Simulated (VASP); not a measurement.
# Te (P6/mmm) in VASP: a series of runs

Te is run at these levels: PBE; tasks: single point.

Everything below comes from runs of VASP 6.6.1. Logs are shortened: lines on timing, memory, paths and dates and some standing lists are left out, and cuts for length are marked.

### Step 1. The cell of the first run

The structure is hexagonal, space group P6/mmm (No. 191). Conventional cell: a = 4.160 Å, b = 4.160 Å, c = 2.499 Å, α = 90.00°, β = 90.00°, γ = 120.00°. Te (site symmetry 6/mmm) has 14 Te at 2.50 to 2.71 Å within 3.3 Å. Within 3.2 Å of Te (site symmetry -6m2) lie 11 Te at 2.40 to 2.71 Å.

This isn't the form of Te at room conditions, which is trigonal, of chains.

### Step 2. Single point, PBE

Contents of INCAR:

```
SYSTEM = Te
ALGO = Normal ; EDIFF = 1E-7
ENCUT = 520 ; GGA = PE
ISIF = 2 ; ISMEAR = -1
LASPH = .True. ; LCHARG = .False.
LREAL = .False. ; LWAVE = .False.
NBANDS = 16 ; NELM = 100
PREC = Accurate ; SIGMA = 0.1
```

Contents of KPOINTS:

```
k-points
0
Gamma
  7 7 9
  0 0 0
```

Contents of POSCAR:

```
Te
1.0
    4.1599811660      0.0000000000      0.0000000000
   -2.0799905830      3.6026493690      0.0000000000
    0.0000000000      0.0000000000      2.4986801876
Te
3
Direct
    0.0000000000      0.0000000000      0.0000000000
    0.3333333333      0.6666666667      0.5000000000
    0.6666666667      0.3333333333      0.5000000000
```

Potentials or basis: VASP PAW PBE potentials, release 64 (Te).

The run is started by

```bash
> cat potpaw_PBE.64/Te/POTCAR > POTCAR
> mpirun -np 1 vasp_std > vasp.out
```

OUTCAR:

```text
SYSTEM = Te
   EDIFF = 1E-7
   ENCUT = 520
   GGA = PE
   ISIF = 2
   ISMEAR = -1
   LASPH = .True.
   LREAL = .False.
   NELM = 100
   PREC = Accurate

 ion  position               nearest neighbor table
   1  0.000  0.000  0.000-   2 2.71   3 2.71   2 2.71   3 2.71   2 2.71   2 2.71   3 2.71   3 2.71
                             3 2.71   3 2.71   2 2.71   2 2.71
   2  0.333  0.667  0.500-   3 2.40   3 2.40   3 2.40   1 2.71   1 2.71   1 2.71   1 2.71   1 2.71
                             1 2.71   3 3.47   3 3.47   3 3.47   3 3.47   3 3.47   3 3.47
   3  0.667  0.333  0.500-   2 2.40   2 2.40   2 2.40   1 2.71   1 2.71   1 2.71   1 2.71   1 2.71
                             1 2.71   2 3.47   2 3.47   2 3.47   2 3.47   2 3.47   2 3.47

  LATTYP: Found a hexagonal cell.
 ALAT       =     4.1599811660
 C/A-ratio  =     0.6006469952

  Lattice vectors:

 A1 = (   4.1599811660,   0.0000000000,   0.0000000000)
 A2 = (  -2.0799905830,   3.6026493690,   0.0000000000)
 A3 = (   0.0000000000,   0.0000000000,   2.4986801876)

Analysis of symmetry for initial positions (statically):
=====================================================================
 Subroutine PRICEL returns:
 Original cell was already a primitive cell.

 Routine SETGRP: Setting up the symmetry group for a
 hexagonal supercell.

 Subroutine GETGRP returns: Found 24 space group operations
 (whereof 24 operations were pure point group operations)
 out of a pool of 24 trial point group operations.

The static configuration has the point symmetry D_6h.

Analysis of symmetry for dynamics (positions and initial velocities):
=====================================================================
 Subroutine PRICEL returns:
 Original cell was already a primitive cell.

 Routine SETGRP: Setting up the symmetry group for a
 hexagonal supercell.

 Subroutine GETGRP returns: Found 24 space group operations
 (whereof 24 operations were pure point group operations)
 out of a pool of 24 trial point group operations.

The dynamic configuration has the point symmetry D_6h.

 Subroutine INISYM returns: Found 24 space group operations
 (whereof 24 operations are pure point group operations),
 and found     1 'primitive' translations

----------------------------------------------------------------------------------------

                                     Primitive cell

  volume of cell :      37.4476

  direct lattice vectors                    reciprocal lattice vectors
     4.159981166  0.000000000  0.000000000     0.240385704  0.138786751  0.000000000
    -2.079990583  3.602649369  0.000000000     0.000000000  0.277573501  0.000000000
     0.000000000  0.000000000  2.498680188     0.000000000  0.000000000  0.400211282

  length of vectors
     4.159981166  4.159981166  2.498680188     0.277573501  0.277573501  0.400211282

  position of ions in fractional coordinates (direct lattice)
     0.000000000  0.000000000  0.000000000
     0.333333333  0.666666667  0.500000000
     0.666666667  0.333333333  0.500000000

  ion indices of the primitive-cell ions
   primitive index   ion index
                 1           1
                 2           2
                 3           3

----------------------------------------------------------------------------------------

 KPOINTS: k-points

Automatic generation of k-mesh.
 Grid dimensions read from file:
 generate k-points for:    7    7    9

 Generating k-lattice:

  Cartesian coordinates                     Fractional coordinates (reciprocal lattice)
     0.034340815  0.019826679  0.000000000     0.142857143  0.000000000  0.000000000
     0.000000000  0.039653357  0.000000000     0.000000000  0.142857143  0.000000000
     0.000000000  0.000000000  0.044467920     0.000000000  0.000000000  0.111111111

  Length of vectors
     0.039653357  0.039653357  0.044467920

  Shift w.r.t. Gamma in fractional coordinates (k-lattice)
     0.000000000  0.000000000  0.000000000

 Subroutine IBZKPT returns following result:
 ===========================================

 Found     40 irreducible k-points:

 Following reciprocal coordinates:
            Coordinates               Weight
  0.000000  0.000000  0.000000      1.000000
  0.142857 -0.000000  0.000000      6.000000
  0.285714 -0.000000  0.000000      6.000000
  0.428571 -0.000000  0.000000      6.000000
  0.142857  0.142857  0.000000      6.000000
  0.285714  0.142857  0.000000     12.000000
[... 16 lines left out ...]
  0.428571  0.142857  0.222222     12.000000
  0.285714  0.285714  0.222222     12.000000
 [... further k-points ...]
   k-points           NKPTS =     40   k-points in BZ     NKDIM =     40   number of bands    NBANDS=     16
   number of dos      NEDOS =    301   number of ions     NIONS =      3
   total plane-waves  NPLWV =  20480
   dimension x,y,z NGX =    32 NGY =   32 NGZ =   20
   dimension x,y,z NGXF=    64 NGYF=   64 NGZF=   40
   ions per type =               3
   NGX,Y,Z   is equivalent  to a cutoff of  12.79, 12.79, 13.31 a.u.
   NGXF,Y,Z  is equivalent  to a cutoff of  25.58, 25.58, 26.61 a.u.
 SYSTEM =  Te
   PREC   = accura    normal or accurate (medium, high low for compatibility)
   ISTART =      0    job   : 0-new  1-cont  2-samecut
   ICHARG =      2    charge: 1-file 2-atom 10-const
   ISPIN  =      1    spin polarized calculation?
   LNONCOLLINEAR =      F non collinear calculations
   LSORBIT =      F    spin-orbit coupling
   LASPH  =      T    aspherical Exc in radial PAW
   ENCUT  =  520.0 eV  38.22 Ry    6.18 a.u.   7.73  7.73  4.65*2*pi/ulx,y,z
   NELM   =    100;   NELMIN=  2; NELMDL= -5     # of ELM steps
   EDIFF  = 0.1E-06   stopping-criterion for ELM
   LREAL  =      F    real-space projection
   EDIFFG = 0.1E-05   stopping-criterion for IOM
   NSW    =      0    number of steps for IOM
   IBRION =     -1    ionic relax: 0-MD 1-quasi-New 2-CG
   NFREE  =      0    steps in history (QN), initial steepest desc. (CG)
   ISIF   =      2    stress and relaxation
   ISYM   =      2    0-nonsym 1-usesym 2-fastsym
   POTIM  = 0.5000    time-step for ionic-motion
   TEBEG  =    0.0;   TEEND  =   0.0 temperature during run
   PSTRESS=    0.0 pullay stress
   NELECT =      18.0000    total number of electrons
   NUPDOWN=      -1.0000    fix difference up-down
   EMIN   =  10.00;   EMAX   =-10.00  energy-range for DOS
   EFERMI =   0.00;   METHOD = LEGACY
   ISMEAR =    -1;   SIGMA  =   0.10  broadening in eV -4-tet -1-fermi 0-gaus
   EFERMI_NEDOS =   21; number of points for ismear=-14 and -15
   IALGO  =     38    algorithm
   IMIX   =      4    mixing-type and parameters
     AMIX     =   0.40;   BMIX     =  1.00
     AMIX_MAG =   1.60;   BMIX_MAG =  1.00
  volume/ion in A,a.u.               =      12.48        84.24
  Fermi-wavevector in a.u.,A,eV,Ry     =   1.282402  2.423389 22.375542  1.644556
  Thomas-Fermi vector in A             =   2.414716
   LORBIT       =      0    0 simple, 1 ext, 2 COOP (PROOUT), +10 PAW based schemes
   GGA     = PE    functional components
   LHFCALC =     F    Hartree Fock is set to
   AEXX    =    0.0000 exact exchange contribution
   IVDW    =     0    specifies the selected vdW correction
   LEPSILON=     F    determine dielectric tensor
   LRPA    =     F    only Hartree local field effects (RPA)
 non-spin polarized calculation
  energy-cutoff  :      520.00
  volume of cell :       37.45
 maximum number of plane-waves:      1032
 NGX is ok and might be reduce to    32
   NGX = 15   NGY = 15   NGZ =  9

 number of electron      17.9999999 magnetization

 Free energy of the ion-electron system (eV)
  ---------------------------------------------------
  ext. energy  EPLUGINS =         0.00000000
  ---------------------------------------------------
  free energy    TOTEN  =        14.05435935 eV

  energy without entropy =       14.11855358  energy(sigma->0) =       14.08645647

 E-fermi :  24.7088     XC(G=0): -14.0917

 val. band max:       24.6850845665   @ k =   0.2857   0.1429   0.4444
 cond. band min:      24.7187260734   @ k =   0.4286  -0.0000   0.2222
 fundamental gap:      0.0336415069
 Fermi energy:        24.7088114533

 k-point     1 :       0.0000    0.0000    0.0000
  band No.  band energies     occupation
      1       0.0811      2.00000
      2      12.2866      2.00000
      3      12.3508      2.00000
      4      13.3481      2.00000
      5      13.3481      2.00000
      6      13.6873      2.00000
[... 8 lines left out ...]
     15      35.8094      0.00000
     16      35.9705      0.00000

 k-point     2 :       0.1429   -0.0000    0.0000
  band No.  band energies     occupation
      1       0.3432      2.00000
      2       9.6378      2.00000
      3      11.2160      2.00000
      4      11.7976      2.00000
      5      14.7236      2.00000
      6      15.7230      2.00000
[... 8 lines left out ...]
     15      34.4455      0.00000
     16      34.5018      0.00000

 k-point     3 :       0.2857   -0.0000    0.0000
  band No.  band energies     occupation
      1       1.1327      2.00000
      2       6.7278      2.00000
      3      10.3142      2.00000
      4      10.6266      2.00000
      5      17.2107      2.00000
      6      18.3409      2.00000
[... 8 lines left out ...]
     15      33.1384      0.00000
     16      35.3464      0.00000

 k-point     4 :       0.4286   -0.0000    0.0000
  band No.  band energies     occupation
      1       2.4545      2.00000
      2       4.3266      2.00000
      3       9.8664      2.00000
      4      10.0300      2.00000
      5      20.2646      2.00000
      6      21.3187      2.00000
[... 8 lines left out ...]
     15      32.4666      0.00000
     16      32.4979      0.00000
[... 324 lines left out ...]
 k-point    22 :       0.2857    0.1429    0.2222
  band No.  band energies     occupation
      1       3.2437      2.00000
      2       6.9664      2.00000
      3       8.8335      2.00000
      4      14.3476      2.00000
      5      17.7151      2.00000
      6      18.4228      2.00000
[... 8 lines left out ...]
     15      34.4688      0.00000
     16      34.7571      0.00000

 k-point    23 :       0.4286    0.1429    0.2222
  band No.  band energies     occupation
      1       4.7618      2.00000
      2       4.9158      2.00000
      3       8.5716      2.00000
      4      14.1058      2.00000
      5      19.5070      2.00000
      6      19.6534      2.00000
[... 8 lines left out ...]
     15      34.2568      0.00000
     16      34.6546      0.00000

 k-point    24 :       0.2857    0.2857    0.2222
  band No.  band energies     occupation
      1       4.5685      2.00000
      2       6.3565      2.00000
      3       6.5288      2.00000
      4      17.1722      2.00000
      5      17.6125      2.00000
      6      19.4643      2.00000
[... 8 lines left out ...]
     15      32.6648      0.00000
     16      33.4118      0.00000

 [... further k-points ...]

------------------------ aborting loop because EDIFF is reached ----------------------------------------

  FORCE on cell =-STRESS in cart. coord.  units (eV):
  Direction    XX          YY          ZZ          XY          YZ          ZX
  --------------------------------------------------------------------------------------
  -------------------------------------------------------------------------------------
  Total       74.1593869     74.1593869     74.2024047      0.0000000     -0.0000000      0.0000000
  in kB     3172.8729275   3172.8729275   3174.7134231      0.0000000     -0.0000000      0.0000000
  external PRESSURE =    3173.4864261 kB  Pullay stress =       0.0000000 kB

 VOLUME and BASIS-vectors are now :
 -----------------------------------------------------------------------------
  energy-cutoff  :      520.00
  volume of cell :       37.45
      direct lattice vectors                 reciprocal lattice vectors
     4.159981166  0.000000000  0.000000000     0.240385704  0.138786751  0.000000000
    -2.079990583  3.602649369  0.000000000     0.000000000  0.277573501  0.000000000
     0.000000000  0.000000000  2.498680188     0.000000000  0.000000000  0.400211282

 POSITION                                       TOTAL-FORCE (eV/Angst)
 -----------------------------------------------------------------------------------
      0.00000      0.00000      0.00000         0.000000      0.000000      0.000000
     -0.00000      2.40177      1.24934        -0.000000      0.000000      0.000000
      2.07999      1.20088      1.24934         0.000000      0.000000      0.000000
 -----------------------------------------------------------------------------------
    total drift:                               -0.000000      0.000000      0.000000

  FREE ENERGIE OF THE ION-ELECTRON SYSTEM (eV)
  ---------------------------------------------------
  free  energy   TOTEN  =        14.0543593546 eV

  energy  without entropy=       14.1185535815  energy(sigma->0) =       14.08645647
```

It took 34 s on 1 thread of Intel Xeon 8259CL, shared host; peak memory 0.16 GiB.

What came out:

```yaml
Free_energy: 14.0544 eV
Pressure: 317.3 GPa
Band_gap_on_the_k_mesh: zero (bands 9 and 10 overlap by 11.49 eV)
```

Stress tensor (GPa, compression positive):
```
317.29   0.00   0.00
  0.00 317.29   0.00
  0.00   0.00 317.47
```

Caveat: the cell stands under pressure; spin-orbit coupling is left out, which moves the levels of the heavy elements.

### Step 3. Single point, PBE

This run uses another cell than the first one, of 14.51 Å³/atom.

Contents of INCAR:

```
SYSTEM = Te
PREC     = Accurate       ! precision mode
ENCUT    = 520            ! plane-wave cutoff, eV
EDIFF    = 1E-7           ! SCF threshold, eV
ISMEAR   = -1             ! smearing method
SIGMA    = 0.1            ! smearing width, eV
LREAL    = .False.        ! projectors in reciprocal space
LASPH    = .True.         ! aspherical terms in the spheres
NELM     = 60             ! most SCF steps
ALGO     = Normal         ! electronic algorithm
ISIF     = 2              ! what is computed and relaxed
LWAVE    = .False.        ! write WAVECAR
LCHARG   = .False.        ! write CHGCAR
GGA      = PE             ! functional
NBANDS   = 16             ! bands
```

Contents of KPOINTS:

```
regular mesh
0
Gamma
  7 7 9
  0 0 0
```

Contents of POSCAR:

```
Te
1.0
    4.3805397976      0.0000000000      0.0000000000
   -2.1902698988      3.7936587470      0.0000000000
    0.0000000000      0.0000000000      2.6202316619
Te
3
Direct
    0.0000000000      0.0000000000      0.0000000000
    0.3333333333      0.6666666667      0.5000000000
    0.6666666667      0.3333333333      0.5000000000
```

Potentials or basis: VASP PAW PBE potentials, release 64 (Te).

The run is started by

```bash
> cat potpaw_PBE.64/Te/POTCAR > POTCAR
> mpirun -np 1 vasp_std > vasp.out
```

It took 42 s on 1 thread of Intel Xeon 8259CL, shared host; peak memory 0.17 GiB.

Results (log left out):

- Free energy: 4.7458 eV
- Pressure: 185.4 GPa
- Band gap on the k mesh: zero (bands 9 and 10 overlap by 11.04 eV)

Stress tensor (GPa, compression positive):
```
185.32   0.00   0.00
  0.00 185.32   0.00
  0.00   0.00 185.70
```

Levels at points of the mesh, in eV from the Fermi level:
| k point | band 7 | band 8 | band 9 | band 10 | band 11 | band 12 |
| --- | --- | --- | --- | --- | --- | --- |
| (0.00, 0.00, 0.00) | -9.53 | -0.35 | 4.53 | 8.25 | 8.25 | 9.01 |

Caveat: the cell stands under pressure; spin-orbit coupling is left out, which moves the levels of the heavy elements.

### Step 4. Single point, PBE

This run uses another cell than the first one, of 16.84 Å³/atom.

Contents of INCAR:

```
SYSTEM = Te
PREC = Accurate
ENCUT = 520
EDIFF = 1E-6
ISMEAR = -1
SIGMA = 0.1
LREAL = .False.
LASPH = .True.
NELM = 80
ALGO = Normal
ISIF = 2
LWAVE = .False.
LCHARG = .True.
GGA = PE
LELF = .True.
LVHAR = .True.
NBANDS = 16
```

Contents of KPOINTS:

```
Automatic mesh
0
Gamma
  7 7 9
  0 0 0
```

Contents of POSCAR:

```
Te
1.0
    4.6028103627      0.0000000000      0.0000000000
   -2.3014051813      3.9861507029      0.0000000000
    0.0000000000      0.0000000000      2.7530035767
Te
3
Direct
    0.0000000000      0.0000000000      0.0000000000
    0.3333333333      0.6666666667      0.5000000000
    0.6666666667      0.3333333333      0.5000000000
```

The run is started by

```bash
> cat potpaw_PBE.64/Te/POTCAR > POTCAR
> mpirun -np 1 vasp_std > vasp.out
```

Wall time 38 s (1 thread of Intel Xeon 8259CL, shared host); peak memory 0.18 GiB.

It converged, with:

```
Free energy            : -1.3573 eV
Pressure               : 103.8 GPa
Band gap on the k mesh : zero (bands 9 and 10 overlap by 9.10 eV)
```

Stress tensor (GPa, compression positive):
```
103.91   0.00   0.00
  0.00 103.91   0.00
  0.00   0.00 103.66
```

Levels at points of the mesh, in eV from the Fermi level:
```csv
k point,band 5,band 6,band 7,band 8,band 9,band 10,band 11,band 12,band 13,band 14
"(0.00, 0.00, 0.00)",-8.57,-8.15,-8.15,-0.17,4.45,6.68,6.68,7.21,7.37,10.45
```

Caveat: the cell stands under pressure; spin-orbit coupling is left out, which moves the levels of the heavy elements.

### Step 5. The runs side by side

```tsv
cell	gap on the mesh (eV)	pressure (GPa)
a = 4.160, b = 4.160, c = 2.499 Å, angles 90.0, 90.0, 120.0°, 3 atoms	none	317.3
a = 4.381, b = 4.381, c = 2.620 Å, angles 90.0, 90.0, 120.0°, 3 atoms	none	185.4
a = 4.603, b = 4.603, c = 2.753 Å, angles 90.0, 90.0, 120.0°, 3 atoms	none	103.8
```

Alike in all rows: task single point; level PBE; potentials or basis VASP PAW PBE potentials, release 64 (Te); no spin polarisation; k mesh 7 × 7 × 9; cutoff (eV) 520; smearing fermi-dirac 0.1 eV.

Caveats: the cell stands under pressure; spin-orbit coupling is left out, which moves the levels of the heavy elements.

Total energies depend on the potentials used, so only differences within one code and one set of settings carry meaning.
